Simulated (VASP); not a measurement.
# Si4Ru (Cmmm) in VASP: a series of runs, part 2 of 2

VASP 6.6.1.

**3. Single point, PBE**

This run uses another cell than the first one, of 15.63 Å³/atom, 1.088 times its volume.

Contents of INCAR:

```
SYSTEM = Si4Ru
PREC = Accurate ; ENCUT = 520
EDIFF = 1E-6 ; ISMEAR = 0
SIGMA = 0.1 ; LREAL = .False.
LASPH = .True. ; NELM = 100
ALGO = Normal ; ISIF = 2
LWAVE = .False. ; LCHARG = .False.
GGA = PE ; NBANDS = 23
```

Contents of KPOINTS:

```
Automatic mesh
0
Gamma
  8 8 12
  0 0 0
```

Contents of POSCAR:

```
Si4Ru
1.0
    3.7368787280     -3.7744908206      0.0000000000
    3.7368787280      3.7744908206      0.0000000000
    0.0000000000      0.0000000000      2.7711076507
Si Ru
4 1
Direct
    0.6824448810      0.3175551190      0.0000000000
    0.2646780950      0.2646780950      0.5000000000
    0.7353219050      0.7353219050      0.5000000000
    0.3175551190      0.6824448810      0.0000000000
    0.0000000000      0.0000000000      0.0000000000
```

Potentials or basis: VASP PAW PBE potentials, release 64 (Si, Ru_pv).

Command:

```
cat potpaw_PBE.64/Si/POTCAR potpaw_PBE.64/Ru_pv/POTCAR > POTCAR
mpirun -np 1 vasp_std > vasp.out
```

OUTCAR:

```text
SYSTEM = Si4Ru
   PREC = Accurate
   ENCUT = 520
   EDIFF = 1E-6
   ISMEAR = 0
   LREAL = .False.
   LASPH = .True.
   NELM = 100
   ISIF = 2
   GGA = PE

 ion  position               nearest neighbor table
   1  0.682  0.318  0.000-   5 2.40   3 2.63   2 2.63   2 2.63   3 2.63   4 2.75
   2  0.265  0.265  0.500-   5 2.42   5 2.42   1 2.63   1 2.63   4 2.63   4 2.63
   3  0.735  0.735  0.500-   5 2.42   5 2.42   1 2.63   1 2.63   4 2.63   4 2.63
   4  0.318  0.682  0.000-   5 2.40   3 2.63   2 2.63   2 2.63   3 2.63   1 2.75
   5  0.000  0.000  0.000-   1 2.40   4 2.40   3 2.42   2 2.42   2 2.42   3 2.42

  LATTYP: Found a base centered orthorhombic cell.
 ALAT       =     7.4737574560
 B/A-ratio  =     1.0100651092
 C/A-ratio  =     0.3707783758

  Lattice vectors:

 A1 = (   3.7368787280,  -3.7744908206,   0.0000000000)
 A2 = (   3.7368787280,   3.7744908206,   0.0000000000)
 A3 = (   0.0000000000,   0.0000000000,   2.7711076507)

Analysis of symmetry for initial positions (statically):
=====================================================================
 Subroutine PRICEL returns:
 Original cell was already a primitive cell.

 Routine SETGRP: Setting up the symmetry group for a
 base centered orthorhombic supercell.

 Subroutine GETGRP returns: Found  8 space group operations
 (whereof  8 operations were pure point group operations)
 out of a pool of  8 trial point group operations.

The static configuration has the point symmetry D_2h.

Analysis of symmetry for dynamics (positions and initial velocities):
=====================================================================
 Subroutine PRICEL returns:
 Original cell was already a primitive cell.

 Routine SETGRP: Setting up the symmetry group for a
 base centered orthorhombic supercell.

 Subroutine GETGRP returns: Found  8 space group operations
 (whereof  8 operations were pure point group operations)
 out of a pool of  8 trial point group operations.

[... 125 lines left out ...]
     AMIX     =   0.40;   BMIX     =  1.00
     AMIX_MAG =   1.60;   BMIX_MAG =  1.00
  volume/ion in A,a.u.               =      15.63       105.51
  Fermi-wavevector in a.u.,A,eV,Ry     =   1.189684  2.248177 19.256982  1.415348
  Thomas-Fermi vector in A             =   2.325786
   LORBIT       =      0    0 simple, 1 ext, 2 COOP (PROOUT), +10 PAW based schemes
   GGA     = PE    functional components
   LHFCALC =     F    Hartree Fock is set to
   AEXX    =    0.0000 exact exchange contribution
   IVDW    =     0    specifies the selected vdW correction
   LEPSILON=     F    determine dielectric tensor
   LRPA    =     F    only Hartree local field effects (RPA)
 non-spin polarized calculation
 Gauss-broadening in eV      SIGMA  =   0.10
  energy-cutoff  :      520.00
  volume of cell :       78.17
 maximum number of plane-waves:      2120
   NGX = 19   NGY = 19   NGZ = 11

 number of electron      29.9999999 magnetization

 Free energy of the ion-electron system (eV)
  ---------------------------------------------------
  ext. energy  EPLUGINS =         0.00000000
  ---------------------------------------------------
  free energy    TOTEN  =       -30.31228872 eV

  energy without entropy =      -30.29511846  energy(sigma->0) =      -30.30370359

 E-fermi :   8.9408     XC(G=0): -11.1869

 val. band max:        8.9379932250   @ k =   0.0000   0.0000   0.1667
 cond. band min:       8.9428559480   @ k =   0.5000   0.1250   0.2500
 fundamental gap:      0.0048627230
 Fermi energy:         8.9408383750

 k-point     1 :       0.0000    0.0000    0.0000
  band No.  band energies     occupation
      1     -33.3117      2.00000
      2     -33.2296      2.00000
      3     -32.9652      2.00000
      4      -4.0203      2.00000
      5       0.1831      2.00000
      6       0.9609      2.00000
[... 613 lines left out ...]
     22      15.8670      0.00000
     23      16.1473      0.00000

 [... further k-points ...]

------------------------ aborting loop because EDIFF is reached ----------------------------------------

  FORCE on cell =-STRESS in cart. coord.  units (eV):
  Direction    XX          YY          ZZ          XY          YZ          ZX
  --------------------------------------------------------------------------------------
  -------------------------------------------------------------------------------------
  Total        0.0136694      0.0171703     -0.0203104      0.0000000      0.0000000      0.0000000
  in kB        0.2801622      0.3519157     -0.4162722      0.0000000      0.0000000      0.0000000
  external PRESSURE =       0.0719352 kB  Pullay stress =       0.0000000 kB

 VOLUME and BASIS-vectors are now :
 -----------------------------------------------------------------------------
  energy-cutoff  :      520.00
  volume of cell :       78.17
      direct lattice vectors                 reciprocal lattice vectors
     3.736878728 -3.774490821  0.000000000     0.133801506 -0.132468199  0.000000000
     3.736878728  3.774490821  0.000000000     0.133801506  0.132468199  0.000000000
     0.000000000  0.000000000  2.771107651     0.000000000  0.000000000  0.360866529

 POSITION                                       TOTAL-FORCE (eV/Angst)
 -----------------------------------------------------------------------------------
      3.73688     -1.37727      0.00000        -0.000000      0.014865     -0.000000
      1.97814      0.00000      1.38555         0.016189      0.000000      0.000000
      5.49562      0.00000      1.38555        -0.016189      0.000000     -0.000000
      3.73688      1.37727      0.00000        -0.000000     -0.014865      0.000000
      0.00000      0.00000      0.00000         0.000000      0.000000      0.000000
 -----------------------------------------------------------------------------------
    total drift:                               -0.000000      0.000000      0.000000

  FREE ENERGIE OF THE ION-ELECTRON SYSTEM (eV)
  ---------------------------------------------------
  free  energy   TOTEN  =       -30.3122887248 eV

  energy  without entropy=      -30.2951184611  energy(sigma->0) =      -30.30370359
```

Wall time 1.7 min (1 thread of Intel Xeon 6975P-C (Granite Rapids), shared host); peak memory 0.34 GiB.

What came out:

| Item | Value |
| --- | --- |
| Free energy | -30.3123 eV |
| Pressure | 0.0 GPa |
| Largest force | 0.016 eV/Å |
| Band gap on the k mesh | zero (band 15 reaches 9.86 eV, above the bottom of band 16 at 8.10 eV) |

Forces in eV/Å, atoms in the order of the input:
```
Si   0.000  0.015  0.000
Si   0.016  0.000  0.000
Si  -0.016  0.000  0.000
Si   0.000 -0.015  0.000
Ru   0.000  0.000  0.000
```

**4. Single point, PBE, collinear spin, ferromagnetic start**

This run uses another cell than the first one, of 15.69 Å³/atom, 1.092 times its volume.

Contents of INCAR:

```
SYSTEM = Si4Ru
PREC = Accurate
ENCUT = 520
EDIFF = 1E-6
ISMEAR = 0
SIGMA = 0.1
LREAL = .FALSE.
LASPH = .TRUE.
NELM = 150
ALGO = Normal
ISIF = 2
LWAVE = .FALSE.
LCHARG = .FALSE.
ISPIN = 2
MAGMOM = 0 0 0 0 1
LORBIT = 11
LMAXMIX = 4
GGA = PE
NBANDS = 27
```

Contents of KPOINTS:

```
Automatic mesh
0
G
  4 4 6
  0 0 0
```

Contents of POSCAR:

```
Si4Ru
1.0
    3.6090170776     -3.6502091984      0.0000000000
    3.6090170776      3.6502091984      0.0000000000
    0.0000000000      0.0000000000      2.9777141258
Si Ru
4 1
Direct
    0.6733453218      0.3266546782      0.0000000000
    0.2651308104      0.2651308104      0.5000000000
    0.7348691896      0.7348691896      0.5000000000
    0.3266546782      0.6733453218      0.0000000000
    0.0000000000      0.0000000000      0.0000000000
```

Potentials or basis: VASP PAW PBE potentials, release 64 (Si, Ru_pv).

Command:

```
cat potpaw_PBE.64/Si/POTCAR potpaw_PBE.64/Ru_pv/POTCAR > POTCAR
mpirun -np 1 vasp_std > vasp.out
```

OUTCAR:

```text
SYSTEM = Si4Ru
   PREC = Accurate
   ENCUT = 520
   EDIFF = 1E-6
   ISMEAR = 0
   LREAL = .FALSE.
   LASPH = .TRUE.
   NELM = 150
   ISIF = 2
   ISPIN = 2
   LORBIT = 11
   GGA = PE

 ion  position               nearest neighbor table
   1  0.673  0.327  0.000-   5 2.38   4 2.53   2 2.59   3 2.59   2 2.59   3 2.59
   2  0.265  0.265  0.500-   5 2.42   5 2.42   1 2.59   1 2.59   4 2.59   4 2.59
   3  0.735  0.735  0.500-   5 2.42   5 2.42   1 2.59   1 2.59   4 2.59   4 2.59
   4  0.327  0.673  0.000-   5 2.38   1 2.53   3 2.59   2 2.59   2 2.59   3 2.59
   5  0.000  0.000  0.000-   1 2.38   4 2.38   3 2.42   2 2.42   2 2.42   3 2.42

  LATTYP: Found a base centered orthorhombic cell.
 ALAT       =     7.2180341552
 B/A-ratio  =     1.0114136675
 C/A-ratio  =     0.4125381041

  Lattice vectors:

 A1 = (   3.6090170776,  -3.6502091984,   0.0000000000)
 A2 = (   3.6090170776,   3.6502091984,   0.0000000000)
 A3 = (   0.0000000000,   0.0000000000,   2.9777141258)

Analysis of symmetry for initial positions (statically):
=====================================================================
 Subroutine PRICEL returns:
 Original cell was already a primitive cell.

 Routine SETGRP: Setting up the symmetry group for a
 base centered orthorhombic supercell.

 Subroutine GETGRP returns: Found  8 space group operations
 (whereof  8 operations were pure point group operations)
 out of a pool of  8 trial point group operations.

The static configuration has the point symmetry D_2h.

Analysis of symmetry for dynamics (positions and initial velocities):
=====================================================================
 Subroutine PRICEL returns:
 Original cell was already a primitive cell.

 Routine SETGRP: Setting up the symmetry group for a
 base centered orthorhombic supercell.

 Subroutine GETGRP returns: Found  8 space group operations
 (whereof  8 operations were pure point group operations)
 out of a pool of  8 trial point group operations.

The dynamic configuration has the point symmetry D_2h.

Analysis of structural, dynamic, and magnetic symmetry:
=====================================================================
 Subroutine PRICEL returns:
 Original cell was already a primitive cell.

 Routine SETGRP: Setting up the symmetry group for a
 base centered orthorhombic supercell.

 Subroutine GETGRP returns: Found  8 space group operations
 (whereof  8 operations were pure point group operations)
 out of a pool of  8 trial point group operations.

The overall configuration has the point symmetry D_2h.

 Subroutine INISYM returns: Found  8 space group operations
 (whereof  8 operations are pure point group operations),
 and found     1 'primitive' translations

----------------------------------------------------------------------------------------

                                     Primitive cell

  volume of cell :      78.4548

  direct lattice vectors                    reciprocal lattice vectors
     3.609017078 -3.650209198  0.000000000     0.138541877 -0.136978451  0.000000000
     3.609017078  3.650209198  0.000000000     0.138541877  0.136978451  0.000000000
     0.000000000  0.000000000  2.977714126     0.000000000  0.000000000  0.335828074

[... 92 lines left out ...]
   NSW    =      0    number of steps for IOM
   IBRION =     -1    ionic relax: 0-MD 1-quasi-New 2-CG
   NFREE  =      0    steps in history (QN), initial steepest desc. (CG)
   ISIF   =      2    stress and relaxation
   ISYM   =      2    0-nonsym 1-usesym 2-fastsym
   POTIM  = 0.5000    time-step for ionic-motion
   TEBEG  =    0.0;   TEEND  =   0.0 temperature during run
   PSTRESS=    0.0 pullay stress
   NELECT =      30.0000    total number of electrons
   NUPDOWN=      -1.0000    fix difference up-down
   EMIN   =  10.00;   EMAX   =-10.00  energy-range for DOS
   EFERMI =   0.00;   METHOD = LEGACY
   ISMEAR =     0;   SIGMA  =   0.10  broadening in eV -4-tet -1-fermi 0-gaus
   EFERMI_NEDOS =   21; number of points for ismear=-14 and -15
   IALGO  =     38    algorithm
   IMIX   =      4    mixing-type and parameters
     AMIX     =   0.40;   BMIX     =  1.00
     AMIX_MAG =   1.60;   BMIX_MAG =  1.00
  volume/ion in A,a.u.               =      15.69       105.89
  Fermi-wavevector in a.u.,A,eV,Ry     =   1.188252  2.245471 19.210660  1.411944
  Thomas-Fermi vector in A             =   2.324386
   LORBIT       =     11    0 simple, 1 ext, 2 COOP (PROOUT), +10 PAW based schemes
   GGA     = PE    functional components
   LHFCALC =     F    Hartree Fock is set to
   AEXX    =    0.0000 exact exchange contribution
   IVDW    =     0    specifies the selected vdW correction
   LEPSILON=     F    determine dielectric tensor
   LRPA    =     F    only Hartree local field effects (RPA)
 spin polarized calculation
 Gauss-broadening in eV      SIGMA  =   0.10
  energy-cutoff  :      520.00
  volume of cell :       78.45
 maximum number of plane-waves:      2148
 NGX is ok and might be reduce to    40
   NGX = 19   NGY = 19   NGZ = 11

 number of electron      30.0000002 magnetization      -0.0223097

 number of electron      30.0000002 magnetization       0.0004754

 Free energy of the ion-electron system (eV)
  ---------------------------------------------------
  ext. energy  EPLUGINS =         0.00000000
  ---------------------------------------------------
  free energy    TOTEN  =       -30.18967334 eV

  energy without entropy =      -30.17704425  energy(sigma->0) =      -30.18335879

 E-fermi :   8.7350     XC(G=0): -11.1769

 val. band max:        8.7077042785   @ k =   0.0000   0.0000   0.1667
 cond. band min:       8.7471656977   @ k =   0.2500   0.0000   0.0000
 fundamental gap:      0.0394614193
 Fermi energy:         8.7350214111

 spin component 1

 k-point     1 :       0.0000    0.0000    0.0000
  band No.  band energies     occupation
      1     -33.5310      1.00000
      2     -33.4356      1.00000
      3     -33.3170      1.00000
      4      -4.1017      1.00000
      5       0.5678      1.00000
      6       1.6394      1.00000
[... 709 lines left out ...]
     26      18.5038      0.00000
     27      18.9674      0.00000

 [... further k-points ...]

 spin component 2

 k-point     1 :       0.0000    0.0000    0.0000
  band No.  band energies     occupation
      1     -33.5308      1.00000
      2     -33.4354      1.00000
      3     -33.3169      1.00000
      4      -4.1016      1.00000
      5       0.5679      1.00000
      6       1.6395      1.00000
[... 709 lines left out ...]
     26      18.5039      0.00000
     27      18.9665      0.00000

 [... further k-points ...]

------------------------ aborting loop because EDIFF is reached ----------------------------------------

  FORCE on cell =-STRESS in cart. coord.  units (eV):
  Direction    XX          YY          ZZ          XY          YZ          ZX
  --------------------------------------------------------------------------------------
  -------------------------------------------------------------------------------------
  Total        0.0561928     -0.0035182     -0.0987978      0.0000000      0.0000000      0.0000000
  in kB        1.1475499     -0.0718468     -2.0176136      0.0000000      0.0000000      0.0000000
  external PRESSURE =      -0.3139702 kB  Pullay stress =       0.0000000 kB

 VOLUME and BASIS-vectors are now :
 -----------------------------------------------------------------------------
  energy-cutoff  :      520.00
  volume of cell :       78.45
      direct lattice vectors                 reciprocal lattice vectors
     3.609017078 -3.650209198  0.000000000     0.138541877 -0.136978451  0.000000000
     3.609017078  3.650209198  0.000000000     0.138541877  0.136978451  0.000000000
     0.000000000  0.000000000  2.977714126     0.000000000  0.000000000  0.335828074

 POSITION                                       TOTAL-FORCE (eV/Angst)
 -----------------------------------------------------------------------------------
      3.60902     -1.26549      0.00000         0.000000      0.025280      0.000000
      1.91372      0.00000      1.48886         0.028140     -0.000000     -0.000000
      5.30431      0.00000      1.48886        -0.028140     -0.000000      0.000000
      3.60902      1.26549      0.00000         0.000000     -0.025280     -0.000000
      0.00000      0.00000      0.00000         0.000000     -0.000000     -0.000000
 -----------------------------------------------------------------------------------
    total drift:                               -0.000000      0.000000     -0.000000

  FREE ENERGIE OF THE ION-ELECTRON SYSTEM (eV)
  ---------------------------------------------------
  free  energy   TOTEN  =       -30.1896733355 eV

  energy  without entropy=      -30.1770442513  energy(sigma->0) =      -30.18335879

 total charge

# of ion       s       p       d       tot
------------------------------------------
    1        0.820   0.753   0.000   1.573
    2        0.801   0.796   0.000   1.597
    3        0.801   0.796   0.000   1.597
    4        0.820   0.753   0.000   1.573
    5        0.368   6.285   6.239  12.892
--------------------------------------------------
tot          3.610   9.383   6.239  19.232

 magnetization (x)

# of ion       s       p       d       tot
------------------------------------------
    1       -0.000   0.000   0.000   0.000
    2        0.000   0.000   0.000   0.000
    3        0.000   0.000   0.000   0.000
    4       -0.000   0.000   0.000   0.000
    5       -0.000  -0.000   0.000   0.000
--------------------------------------------------
tot         -0.000   0.000   0.000   0.000
```

Run time: 53 s. Hardware: 1 thread of Intel Xeon 6975P-C (Granite Rapids), shared host; peak memory 0.26 GiB.

Results:

* Free energy: -30.1897 eV
* Pressure: 0.0 GPa
* Largest force: 0.028 eV/Å
* Band gap on the k mesh: zero (filled and empty bands overlap)
* Net moment: 0.00 μB per cell
* Valence electrons inside the program's atomic spheres: Si 1.57, 1.60; Ru 12.89

Forces in eV/Å, atoms in the order of the input:
```
Si   0.000  0.025  0.000
Si   0.028  0.000  0.000
Si  -0.028  0.000  0.000
Si   0.000 -0.025  0.000
Ru   0.000  0.000  0.000
```

**5. The runs side by side**

```csv
task,spin,cell,k mesh,cutoff (eV),gap on the mesh (eV),pressure (GPa),largest force (eV/Å)
relaxation of cell and atoms,off,"relaxed from a = 4.907, b = 4.907, c = 2.990 Å, angles 90.0, 90.0, 93.5°, 5 atoms",4 × 4 × 6,600,none,-0.1,-
single point,off,"a = 5.311, b = 5.311, c = 2.771 Å, angles 90.0, 90.0, 90.6°, 5 atoms",8 × 8 × 12,520,none,0.0,0.02
single point,"collinear, ferromagnetic start","a = 5.133, b = 5.133, c = 2.978 Å, angles 90.0, 90.0, 90.7°, 5 atoms",4 × 4 × 6,520,none,0.0,0.03
```

Alike in all rows: level PBE; potentials or basis VASP PAW PBE potentials, release 64 (Si, Ru_pv); smearing gaussian 0.1 eV.

Total energies depend on the potentials used, so only differences within one code and one set of settings carry meaning.
